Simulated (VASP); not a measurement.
# As (P6_3/mmc) in VASP: notebook, part 2 of 2

VASP 6.6.1. The steps go on from the part before.

### Step 3. Single point, r2SCAN

POSCAR

```
As
1.0
    3.6408938820      0.0000000000      0.0000000000
   -1.8204469410      3.1531065943      0.0000000000
    0.0000000000      0.0000000000      3.5482184318
As
2
Direct
    0.3333333333      0.6666666667      0.2500000000
    0.6666666667      0.3333333333      0.7500000000
```

INCAR.step1

```
PREC = Accurate
ENCUT = 520
ISMEAR = -1
SIGMA = 0.1
LREAL = False
LASPH = True
NELM = 80
NBANDS = 12
GGA = PE
ALGO = Normal
EDIFF = 1E-4
LWAVE = True
LCHARG = False
```

INCAR.step2

```
PREC = Accurate
ENCUT = 520
EDIFF = 1E-7
ISMEAR = -1
SIGMA = 0.1
LREAL = False
LASPH = True
NELM = 80
ALGO = Normal
ISIF = 2
LWAVE = False
LCHARG = True
METAGGA = R2SCAN
LMIXTAU = True
LELF = True
LVHAR = True
NBANDS = 12
ISTART = 1
```

KPOINTS

```
Automatic mesh
0
Gamma
  16 16 15
```

Potentials or basis: VASP PAW PBE potentials, release 64 (As).

The run is started by

```bash
$ cat potpaw_PBE.64/As/POTCAR > POTCAR
$ cp INCAR.step1 INCAR
$ mpirun -np 1 vasp_std > vasp.out
$ cp INCAR.step2 INCAR
$ mpirun -np 1 vasp_std > vasp.out
```

OUTCAR:

```text
PREC = Accurate
   ENCUT = 520
   EDIFF = 1E-7
   ISMEAR = -1
   LREAL = False
   LASPH = True
   NELM = 80
   ISIF = 2
   METAGGA = R2SCAN
   ISTART = 1

 ion  position               nearest neighbor table
   1  0.333  0.667  0.250-   2 2.75   2 2.75   2 2.75   2 2.75   2 2.75   2 2.75
   2  0.667  0.333  0.750-   1 2.75   1 2.75   1 2.75   1 2.75   1 2.75   1 2.75

  LATTYP: Found a hexagonal cell.
 ALAT       =     3.6408938820
 C/A-ratio  =     0.9745459623

  Lattice vectors:

 A1 = (   3.6408938820,   0.0000000000,   0.0000000000)
 A2 = (  -1.8204469410,   3.1531065943,   0.0000000000)
 A3 = (   0.0000000000,   0.0000000000,   3.5482184318)

Analysis of symmetry for initial positions (statically):
=====================================================================
 Subroutine PRICEL returns:
 Original cell was already a primitive cell.

 Routine SETGRP: Setting up the symmetry group for a
 hexagonal supercell.

 Subroutine GETGRP returns: Found 24 space group operations
 (whereof 12 operations were pure point group operations)
 out of a pool of 24 trial point group operations.

The static configuration has the point symmetry D_3d.
[... 176 lines left out ...]
      5       4.0001      2.00000
      6       8.0147      0.00000
      7       8.0147      0.00000
      8      10.0089      0.00000
      9      12.6082      0.00000
     10      13.7998      0.00000
     11      17.6523      0.00000
     12      17.6523      0.00000
[... 331 lines left out ...]
 k-point    24 :       0.2500    0.1875    0.0000
  band No.  band energies     occupation
      1      -8.1180      2.00000
      2      -4.2029      2.00000
      3       0.6978      2.00000
      4       3.9834      2.00000
      5       4.8464      1.99835
      6       7.8944      0.00000
      7       8.0425      0.00000
      8      10.0341      0.00000
      9      12.4781      0.00000
     10      13.6982      0.00000
     11      15.0349      0.00000
     12      19.9723      0.00000

 [... further k-points ...]

------------------------ aborting loop because EDIFF is reached ----------------------------------------

  FORCE on cell =-STRESS in cart. coord.  units (eV):
  Direction    XX          YY          ZZ          XY          YZ          ZX
  --------------------------------------------------------------------------------------
  -------------------------------------------------------------------------------------
  Total        0.0190483      0.0190483     -0.2300925      0.0000000     -0.0000000      0.0000000
  in kB        0.7492197      0.7492197     -9.0501552      0.0000000     -0.0000000      0.0000000
  external PRESSURE =      -2.5172386 kB  Pullay stress =       0.0000000 kB

 VOLUME and BASIS-vectors are now :
 -----------------------------------------------------------------------------
  energy-cutoff  :      520.00
  volume of cell :       40.73
      direct lattice vectors                 reciprocal lattice vectors
     3.640893882  0.000000000  0.000000000     0.274657826  0.158573770  0.000000000
    -1.820446941  3.153106594  0.000000000     0.000000000  0.317147540  0.000000000
     0.000000000  0.000000000  3.548218432     0.000000000  0.000000000  0.281831578

 POSITION                                       TOTAL-FORCE (eV/Angst)
 -----------------------------------------------------------------------------------
     -0.00000      2.10207      0.88705         0.000000      0.000000      0.000000
      1.82045      1.05104      2.66116        -0.000000      0.000000      0.000000
 -----------------------------------------------------------------------------------
    total drift:                                0.000000     -0.000000      0.000000

  FREE ENERGIE OF THE ION-ELECTRON SYSTEM (eV)
  ---------------------------------------------------
  free  energy   TOTEN  =       -28.7230083634 eV

  energy  without entropy=      -28.6968878786  energy(sigma->0) =      -28.70994812
```

OSZICAR.step1:

```text
N       E                     dE             d eps       ncg     rms          rms(c)
DAV:   1     0.275511641949E+02    0.27551E+02   -0.42467E+03  5784   0.698E+02
DAV:   2    -0.734656818005E+01   -0.34898E+02   -0.33629E+02  7852   0.110E+02
DAV:   3    -0.881699166343E+01   -0.14704E+01   -0.14570E+01  7272   0.228E+01
DAV:   4    -0.882398789649E+01   -0.69962E-02   -0.69951E-02  6392   0.176E+00
DAV:   5    -0.882400270900E+01   -0.14813E-04   -0.14812E-04  7116   0.902E-02    0.285E+00
DAV:   6    -0.882053968943E+01    0.34630E-02   -0.32974E-03  6456   0.332E-01    0.168E+00
DAV:   7    -0.881907951524E+01    0.14602E-02   -0.76109E-03  6552   0.508E-01    0.795E-02
DAV:   8    -0.881918071118E+01   -0.10120E-03   -0.23108E-04  6504   0.963E-02    0.889E-03
DAV:   9    -0.881918445270E+01   -0.37415E-05   -0.31889E-06  3168   0.129E-02
   1 F= -.88191845E+01 E0= -.88052329E+01  d E =-.279032E-01
```

Run time: 6.1 min. Hardware: 1 thread of Intel Xeon 8259CL, shared host; peak memory 0.24 GiB.

What came out:

```yaml
Free_energy: -28.7230 eV
Pressure: -0.3 GPa
Band_gap_on_the_k_mesh: zero (bands 5 and 6 overlap by 3.65 eV)
```

Levels at points of the mesh, in eV from the Fermi level:
```tsv
k point	band 1	band 2	band 3	band 4	band 5	band 6	band 7	band 8	band 9	band 10
(0.00, 0.00, 0.00)	-15.54	-5.96	-3.44	-1.56	-1.56	2.46	2.46	4.45	7.05	8.24
(0.50, 0.00, 0.00)	-13.02	-10.87	-3.55	-2.31	-0.98	1.51	2.26	4.66	5.68	11.23
```

Caveat: the PAW data sets were made with another functional, which shifts forces and pressure a little.

### Step 4. Relaxation of cell and atoms, r2SCAN

This run uses another cell than the first one, of 18.30 Å³/atom.

POSCAR

```
As
1.0
    2.9579811701      0.0000000000      0.0000000000
   -1.4789905850      2.5616868372      0.0000000000
    0.0000000000      0.0000000000      4.8303832507
As
2
Direct
    0.3333333333      0.6666666667      0.2500000000
    0.6666666667      0.3333333333      0.7500000000
```

INCAR.step1

```
PREC     = Accurate       # precision mode
ENCUT    = 600            # plane-wave cutoff, eV
ISMEAR   = -1             # smearing method
SIGMA    = 0.1            # smearing width, eV
LREAL    = F              # projectors in reciprocal space
LASPH    = T              # aspherical terms in the spheres
NELM     = 80             # most SCF steps
GGA      = PE             # functional
ALGO     = Normal         # electronic algorithm
EDIFF    = 1E-4           # SCF threshold, eV
LWAVE    = T              # write WAVECAR
LCHARG   = F              # write CHGCAR
```

INCAR.step2

```
PREC     = Accurate       # precision mode
ENCUT    = 600            # plane-wave cutoff, eV
EDIFF    = 1E-7           # SCF threshold, eV
ISMEAR   = -1             # smearing method
SIGMA    = 0.1            # smearing width, eV
LREAL    = F              # projectors in reciprocal space
LASPH    = T              # aspherical terms in the spheres
NELM     = 80             # most SCF steps
ALGO     = Normal         # electronic algorithm
ISIF     = 3              # what is computed and relaxed
LWAVE    = F              # write WAVECAR
LCHARG   = F              # write CHGCAR
METAGGA  = R2SCAN         # meta-GGA
LMIXTAU  = T            
IBRION   = 2              # ionic algorithm
NSW      = 80             # ionic steps
EDIFFG   = -0.01          # ionic threshold
ISTART   = 1
```

KPOINTS

```
Automatic mesh
0
Gamma
  12 12 7
```

The run is started by

```bash
$ cat potpaw_PBE.64/As/POTCAR > POTCAR
$ cp INCAR.step1 INCAR
$ mpirun -np 1 vasp_std > vasp.out
$ cp INCAR.step2 INCAR
$ mpirun -np 1 vasp_std > vasp.out
```

Run time: 14 min. Hardware: 1 thread of Intel Xeon 8259CL, shared host; peak memory 0.19 GiB.

The run converged. Its results:

* Free energy: -28.0455 eV
* Relaxed volume: 19.03 Å³/atom
* Relaxed cell: a = 3.095 Å, b = 3.095 Å, c = 4.590 Å, α = 90.00°, β = 90.00°, γ = 120.00°
* Space group after relaxing (to 0.1 Å): P6_3/mmc (No. 194)
* Energy gained by relaxing: 15.8 meV/atom
* Ionic steps: 11
* Pressure after relaxing: 0.0 GPa
* Band gap on the k mesh: zero (bands 5 and 6 overlap by 7.10 eV)

The path:
```
step  energy change (eV)  largest force (eV/Å)  pressure (GPa)  volume (Å³)
   1              0.0000                0.0000            3.50        36.60
   2             -0.0116                0.0000           -1.59        38.76
   3             -0.0152                0.0000           -0.02        38.03
   4             -0.0152                0.0000           -0.09        38.06
   5             -0.0156                0.0000           -0.09        38.05
   6             -0.0170                0.0000           -0.10        38.04
   7             -0.0218                0.0000           -0.07        38.00
   8             -0.0308                0.0000            0.20        37.90
   9             -0.0313                0.0000            0.44        37.84
  10             -0.0316                0.0000            0.17        37.98
  11             -0.0316                0.0000            0.02        38.06
```

Final structure:
```
As
1.0
     3.09459    0.00000    0.00000
    -1.54729    2.67999    0.00000
     0.00000    0.00000    4.58964
As
2
Direct
  0.33333 0.66667 0.25000
  0.66667 0.33333 0.75000
```

Levels at points of the mesh, in eV from the Fermi level:
```tsv
k point	band 1	band 2	band 3	band 4	band 5	band 6	band 7	band 8	band 9
(0.00, 0.00, 0.00)	-15.84	-9.99	-6.75	2.98	2.98	5.24	5.24	7.39	8.69
(0.50, 0.00, 0.00)	-11.81	-9.99	-4.58	-2.78	-2.69	-0.32	-0.04	4.42	5.28
```

Caveat: the PAW data sets were made with another functional, which shifts forces and pressure a little.

### Step 5. Overview

| task | cell | k mesh | cutoff (eV) | gap on the mesh (eV) | pressure (GPa) |
| --- | --- | --- | --- | --- | --- |
| single point | a = 3.641, b = 3.641, c = 3.548 Å, angles 90.0, 90.0, 120.0°, 2 atoms | 12 × 12 × 7 | 520 | none | 0.0 |
| single point | a = 3.641, b = 3.641, c = 3.548 Å, angles 90.0, 90.0, 120.0°, 2 atoms | 16 × 16 × 15 | 520 | none | -0.3 |
| relaxation of cell and atoms | relaxed from a = 2.958, b = 2.958, c = 4.830 Å, angles 90.0, 90.0, 120.0°, 2 atoms | 12 × 12 × 7 | 600 | none | 0.0 |

Alike in all rows: level r2SCAN; potentials or basis VASP PAW PBE potentials, release 64 (As); no spin polarisation; smearing fermi-dirac 0.1 eV.

Caveats: the PAW data sets were made with another functional, which shifts forces and pressure a little.

Total energies depend on the potentials used, so only differences within one code and one set of settings carry meaning.
